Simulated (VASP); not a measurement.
# CuI (F-43m) in VASP: settings compared

The runs below take CuI through band structure, elastic constants, dielectric tensor, with r2SCAN, PBEsol, PBE+U.

All numbers are computed with VASP 6.6.1; they aren't measurements. Logs are shortened: lines on timing, memory, paths and dates and some standing lists are left out, and cuts for length are marked.

**1. The cell of the first run**

It takes space group F-43m (No. 216, cubic). Conventional cell: a = 6.063 Å, b = 6.063 Å, c = 6.063 Å, α = 90.00°, β = 90.00°, γ = 90.00°. I (site symmetry -43m) has 4 Cu at 2.63 Å within 3.5 Å. Cu (site symmetry -43m) has 4 I at 2.63 Å within 3.5 Å.

**2. Band structure, r2SCAN, non-collinear spin, zero start, spin-orbit coupling**

File INCAR:

```
SYSTEM = CuI
ALGO = Normal
EDIFF = 1E-6
EFERMI = MIDGAP
ENCUT = 340
GGA_COMPAT = .False.
ISMEAR = 0
KPAR = 2
LASPH = .True.
LCHARG = .False.
LMAXMIX = 4
LMIXTAU = .True.
LORBIT = 11
LREAL = .False.
LSORBIT = .True.
LWAVE = .False.
MAGMOM = 0 0 0 0 0 0
METAGGA = R2SCAN
NBANDS = 42
NELM = 200
PREC = Accurate
SIGMA = 0.03
```

File KPOINTS:

```
Automatic mesh
0
Gamma
  5 5 5
  0 0 0
```

File KPOINTS_OPT:

```
path GXWKGLUWLK,UX
12
line-mode
reciprocal
 0.0000000000  0.0000000000  0.0000000000  G
 0.5000000000  0.0000000000  0.5000000000  X

 0.5000000000  0.0000000000  0.5000000000  X
 0.5000000000  0.2500000000  0.7500000000  W

 0.5000000000  0.2500000000  0.7500000000  W
 0.3750000000  0.3750000000  0.7500000000  K

 0.3750000000  0.3750000000  0.7500000000  K
 0.0000000000  0.0000000000  0.0000000000  G

 0.0000000000  0.0000000000  0.0000000000  G
 0.5000000000  0.5000000000  0.5000000000  L

 0.5000000000  0.5000000000  0.5000000000  L
 0.6250000000  0.2500000000  0.6250000000  U

 0.6250000000  0.2500000000  0.6250000000  U
 0.5000000000  0.2500000000  0.7500000000  W

 0.5000000000  0.2500000000  0.7500000000  W
 0.5000000000  0.5000000000  0.5000000000  L

 0.5000000000  0.5000000000  0.5000000000  L
 0.3750000000  0.3750000000  0.7500000000  K

 0.6250000000  0.2500000000  0.6250000000  U
 0.5000000000  0.0000000000  0.5000000000  X
```

File POSCAR:

```
CuI
1.0
    0.0000000000      3.0315000000      3.0315000000
    3.0315000000      0.0000000000      3.0315000000
    3.0315000000      3.0315000000      0.0000000000
I Cu
1 1
Direct
    0.0000000000      0.0000000000      0.0000000000
    0.7500000000      0.7500000000      0.7500000000
```

Potentials or basis: VASP PAW PBE potentials, release 64 (I, Cu).

The run is started by

```bash
cat potpaw_PBE.64/I/POTCAR potpaw_PBE.64/Cu/POTCAR > POTCAR
mpirun -np 2 vasp_ncl > vasp.out
```

OUTCAR:

```text
SYSTEM = CuI
   EDIFF = 1E-6
   EFERMI = MIDGAP
   ENCUT = 340
   ISMEAR = 0
   LASPH = .True.
   LORBIT = 11
   LREAL = .False.
   LSORBIT = .True.
   METAGGA = R2SCAN
   NELM = 200
   PREC = Accurate

 Found     14 irreducible k-points:

 Following reciprocal coordinates:
            Coordinates               Weight
  0.000000  0.000000  0.000000      1.000000
  0.200000  0.000000  0.000000      4.000000
 -0.200000  0.000000  0.000000      4.000000
  0.400000  0.000000  0.000000      4.000000
 -0.400000  0.000000  0.000000      4.000000
  0.200000  0.200000  0.000000      6.000000
   k-points           NKPTS =     14   k-points in BZ     NKDIM =     14   number of bands    NBANDS=     42
   number of dos      NEDOS =    301   number of ions     NIONS =      2
   total plane-waves  NPLWV =  21952
   dimension x,y,z NGX =    28 NGY =   28 NGZ =   28
   dimension x,y,z NGXF=    56 NGYF=   56 NGZF=   56
   ions per type =               1   1
   NGX,Y,Z   is equivalent  to a cutoff of  10.86, 10.86, 10.86 a.u.
   NGXF,Y,Z  is equivalent  to a cutoff of  21.72, 21.72, 21.72 a.u.
 SYSTEM =  CuI
   PREC   = accura    normal or accurate (medium, high low for compatibility)
   ISTART =      0    job   : 0-new  1-cont  2-samecut
   ICHARG =      2    charge: 1-file 2-atom 10-const
   ISPIN  =      1    spin polarized calculation?
   LNONCOLLINEAR =      T non collinear calculations
   LSORBIT =      T    spin-orbit coupling
   LASPH  =      T    aspherical Exc in radial PAW
   ENCUT  =  340.0 eV  24.99 Ry    5.00 a.u.   6.45  6.45  6.45*2*pi/ulx,y,z
   NELM   =    200;   NELMIN=  2; NELMDL= -5     # of ELM steps
   EDIFF  = 0.1E-05   stopping-criterion for ELM
   LREAL  =      F    real-space projection
   EDIFFG = 0.1E-04   stopping-criterion for IOM
   NSW    =      0    number of steps for IOM
   IBRION =     -1    ionic relax: 0-MD 1-quasi-New 2-CG
   NFREE  =      0    steps in history (QN), initial steepest desc. (CG)
   ISIF   =      2    stress and relaxation
   ISYM   =      2    0-nonsym 1-usesym 2-fastsym
   POTIM  = 0.5000    time-step for ionic-motion
   TEBEG  =    0.0;   TEEND  =   0.0 temperature during run

   SCALEE = 1.0000    scale energy and forces
   PSTRESS=    0.0 pullay stress
   NELECT =      18.0000    total number of electrons
   NUPDOWN=      -1.0000    fix difference up-down
   EMIN   =  10.00;   EMAX   =-10.00  energy-range for DOS
   EFERMI =   0.00;   METHOD = MIDGAP
   ISMEAR =     0;   SIGMA  =   0.03  broadening in eV -4-tet -1-fermi 0-gaus
   EFERMI_NEDOS =   21; number of points for ismear=-14 and -15
   IALGO  =     38    algorithm
   IMIX   =      4    mixing-type and parameters
     AMIX     =   0.40;   BMIX     =  1.00
     AMIX_MAG =   1.60;   BMIX_MAG =  1.00
  volume/ion in A,a.u.               =      27.86       188.00
  Fermi-wavevector in a.u.,A,eV,Ry     =   1.123306  2.122741 17.168055  1.261816
  Thomas-Fermi vector in A             =   2.259971
   LORBIT       =     11    0 simple, 1 ext, 2 COOP (PROOUT), +10 PAW based schemes
   METAGGA = R2SCAN    functional components
   LHFCALC =     F    Hartree Fock is set to
   AEXX    =    0.0000 exact exchange contribution
   IVDW    =     0    specifies the selected vdW correction
   LEPSILON=     F    determine dielectric tensor
   LRPA    =     F    only Hartree local field effects (RPA)

   CSHIFT  =0.1000    complex shift for real part using Kramers Kronig

   OMEGAMAX=  -1.0    maximum frequency
 Gauss-broadening in eV      SIGMA  =   0.03
  energy-cutoff  :      340.00
  volume of cell :       55.72
 maximum number of plane-waves:      1642
 NGX is ok and might be reduce to    28
   NGX = 13   NGY = 13   NGZ = 13

 number of electron      18.0000016 magnetization       0.0000000      0.0000000      0.0000000

 number of electron      18.0000016 magnetization      -0.0000000     -0.0000000      0.0000000

 number of electron      18.0000016 magnetization      -0.0000000      0.0000000      0.0000000

 Free energy of the ion-electron system (eV)
  ---------------------------------------------------
  ext. energy  EPLUGINS =         0.00000000
  ---------------------------------------------------
  free energy    TOTEN  =       -35.90241371 eV

  energy without entropy =      -35.90241371  energy(sigma->0) =      -35.90241371

 E-fermi :   5.1392     XC(G=0):  -9.4494

 val. band max:        4.4078341291   @ k =   0.0000   0.0000   0.0000
 cond. band min:       5.8705090723   @ k =   0.0000   0.0000   0.0000
 fundamental gap:      1.4626749432
 Fermi energy:         5.1391716007

 k-point     1 :       0.0000    0.0000    0.0000
  band No.  band energies     occupation
      1     -10.2560      1.00000
      2     -10.2560      1.00000
      3       0.0468      1.00000
      4       0.0468      1.00000
      5       0.6208      1.00000
      6       0.6208      1.00000
[... 22 lines left out ...]
     29      14.2565      0.00000
     30      14.2565      0.00000

 k-point     2 :       0.2000    0.0000    0.0000
  band No.  band energies     occupation
      1     -10.0723      1.00000
      2     -10.0723      1.00000
      3      -0.3972      1.00000
      4      -0.3972      1.00000
      5       0.3800      1.00000
      6       0.3800      1.00000
[... 22 lines left out ...]
     29      13.3239      0.00000
     30      13.3503      0.00000

 k-point     3 :      -0.2000    0.0000    0.0000
  band No.  band energies     occupation
      1     -10.0723      1.00000
      2     -10.0723      1.00000
      3      -0.3972      1.00000
      4      -0.3972      1.00000
      5       0.3800      1.00000
      6       0.3800      1.00000
[... 22 lines left out ...]
     29      13.3239      0.00000
     30      13.3503      0.00000

 k-point     4 :       0.4000    0.0000    0.0000
  band No.  band energies     occupation
      1      -9.7380      1.00000
      2      -9.7380      1.00000
      3      -1.4185      1.00000
      4      -1.4185      1.00000
      5       0.3082      1.00000
      6       0.3082      1.00000
[... 22 lines left out ...]
     29      14.6152      0.00000
     30      14.6152      0.00000

 k-point     5 :      -0.4000    0.0000    0.0000
  band No.  band energies     occupation
      1      -9.7380      1.00000
      2      -9.7380      1.00000
      3      -1.4185      1.00000
      4      -1.4185      1.00000
      5       0.3082      1.00000
      6       0.3082      1.00000
[... 22 lines left out ...]
     29      14.6152      0.00000
     30      14.6152      0.00000

 k-point     6 :       0.2000    0.2000    0.0000
  band No.  band energies     occupation
      1     -10.0107      1.00000
      2     -10.0107      1.00000
      3      -0.4492      1.00000
      4      -0.4492      1.00000
      5       0.3071      1.00000
      6       0.3071      1.00000
[... 22 lines left out ...]
     29      14.6636      0.00000
     30      14.6636      0.00000

 [... further k-points ...]

 [bands above 30 left out]

------------------------ aborting loop because EDIFF is reached ----------------------------------------

  FORCE on cell =-STRESS in cart. coord.  units (eV):
  Direction    XX          YY          ZZ          XY          YZ          ZX
  --------------------------------------------------------------------------------------
  -------------------------------------------------------------------------------------
  Total       -0.1293984     -0.1293984     -0.1293984      0.0000000     -0.0000000     -0.0000000
  in kB       -3.7208053     -3.7208053     -3.7208053      0.0000000     -0.0000000     -0.0000000
  external PRESSURE =      -3.7208053 kB  Pullay stress =       0.0000000 kB

 VOLUME and BASIS-vectors are now :
 -----------------------------------------------------------------------------
  energy-cutoff  :      340.00
  volume of cell :       55.72
      direct lattice vectors                 reciprocal lattice vectors
     0.000000000  3.031500000  3.031500000    -0.164934851  0.164934851  0.164934851
     3.031500000  0.000000000  3.031500000     0.164934851 -0.164934851  0.164934851
     3.031500000  3.031500000  0.000000000     0.164934851  0.164934851 -0.164934851

 POSITION                                       TOTAL-FORCE (eV/Angst)
 -----------------------------------------------------------------------------------
      0.00000      0.00000      0.00000        -0.000000     -0.000000     -0.000000
      4.54725      4.54725      4.54725         0.000000      0.000000      0.000000
 -----------------------------------------------------------------------------------
    total drift:                               -0.000002     -0.000002     -0.000002

  FREE ENERGIE OF THE ION-ELECTRON SYSTEM (eV)
  ---------------------------------------------------
  free  energy   TOTEN  =       -35.9024137052 eV

  energy  without entropy=      -35.9024137052  energy(sigma->0) =      -35.90241371

 Spin-Orbit-Coupling matrix elements

 Ion:    1  E_soc:     -0.2347299
 l=   1
     0.0000000    -0.0389841    -0.0389841
    -0.0389841     0.0000000    -0.0389841
    -0.0389841    -0.0389841     0.0000000
 l=   2
     0.0000000    -0.0000468     0.0000000    -0.0000468    -0.0000907
    -0.0000468     0.0000000    -0.0000681    -0.0000468    -0.0000227
     0.0000000    -0.0000681     0.0000000    -0.0000681     0.0000000
    -0.0000468    -0.0000468    -0.0000681     0.0000000    -0.0000227
    -0.0000907    -0.0000227     0.0000000    -0.0000227     0.0000000
 l=   3
     0.0000000     0.0000000     0.0000000     0.0000000     0.0000000     0.0000000     0.0000000
     0.0000000     0.0000000     0.0000000     0.0000000     0.0000000     0.0000000     0.0000000
     0.0000000     0.0000000     0.0000000     0.0000000     0.0000000     0.0000000     0.0000000
     0.0000000     0.0000000     0.0000000     0.0000000     0.0000000     0.0000000     0.0000000
     0.0000000     0.0000000     0.0000000     0.0000000     0.0000000     0.0000000     0.0000000
     0.0000000     0.0000000     0.0000000     0.0000000     0.0000000     0.0000000     0.0000000
     0.0000000     0.0000000     0.0000000     0.0000000     0.0000000     0.0000000     0.0000000

 Ion:    2  E_soc:     -0.0095853
 l=   1
     0.0000000    -0.0003408    -0.0003408
    -0.0003408     0.0000000    -0.0003408
    -0.0003408    -0.0003408     0.0000000
 l=   2
     0.0000000    -0.0002627     0.0000000    -0.0002627    -0.0009941
    -0.0002627     0.0000000    -0.0007455    -0.0002627    -0.0002485
     0.0000000    -0.0007455     0.0000000    -0.0007455     0.0000000
    -0.0002627    -0.0002627    -0.0007455     0.0000000    -0.0002485
    -0.0009941    -0.0002485     0.0000000    -0.0002485     0.0000000
 l=   3
     0.0000000     0.0000000     0.0000000     0.0000000     0.0000000     0.0000000     0.0000000
     0.0000000     0.0000000     0.0000000     0.0000000     0.0000000     0.0000000     0.0000000
     0.0000000     0.0000000     0.0000000     0.0000000     0.0000000     0.0000000     0.0000000
     0.0000000     0.0000000     0.0000000     0.0000000     0.0000000     0.0000000     0.0000000
     0.0000000     0.0000000     0.0000000     0.0000000     0.0000000     0.0000000     0.0000000
     0.0000000     0.0000000     0.0000000     0.0000000     0.0000000     0.0000000     0.0000000
     0.0000000     0.0000000     0.0000000     0.0000000     0.0000000     0.0000000     0.0000000

 total charge

# of ion       s       p       d       tot
------------------------------------------
    1        1.491   2.813   0.053   4.357
    2        0.318   0.267   9.359   9.944
--------------------------------------------------
tot          1.809   3.080   9.412  14.301

 magnetization (x)

# of ion       s       p       d       tot
------------------------------------------
    1       -0.000  -0.000   0.000  -0.000
    2       -0.000  -0.000   0.000  -0.000
--------------------------------------------------
tot         -0.000  -0.000   0.000  -0.000

 magnetization (y)

# of ion       s       p       d       tot
------------------------------------------
    1        0.000  -0.000   0.000  -0.000
    2       -0.000  -0.000   0.000  -0.000
--------------------------------------------------
tot         -0.000  -0.000   0.000  -0.000

 magnetization (z)

# of ion       s       p       d       tot
------------------------------------------
    1       -0.000   0.000  -0.000  -0.000
    2        0.000   0.000  -0.000   0.000
--------------------------------------------------
tot          0.000   0.000  -0.000   0.000
```

Wall time 5.4 min (2 MPI ranks of Intel Xeon 6975P-C (Granite Rapids), shared host); peak memory 0.29 GiB.

Results:

* Free energy: -35.9024 eV
* Pressure: -0.4 GPa
* Net moment: 0.00 μB per cell
* Valence electrons inside the program's atomic spheres: I 4.36; Cu 9.94

Moments on the atoms (μB; x, y, z):
```
I   0.00 0.00 0.00
Cu  0.00 0.00 0.00
```

Caveat: the cutoff is under 1.25 times the usual one of these potentials, so pressure, stress and relaxed cells hold a basis-set (Pulay) error; the PAW data sets were made with another functional, which shifts forces and pressure a little.

(Part 1 of 2 ends here.)
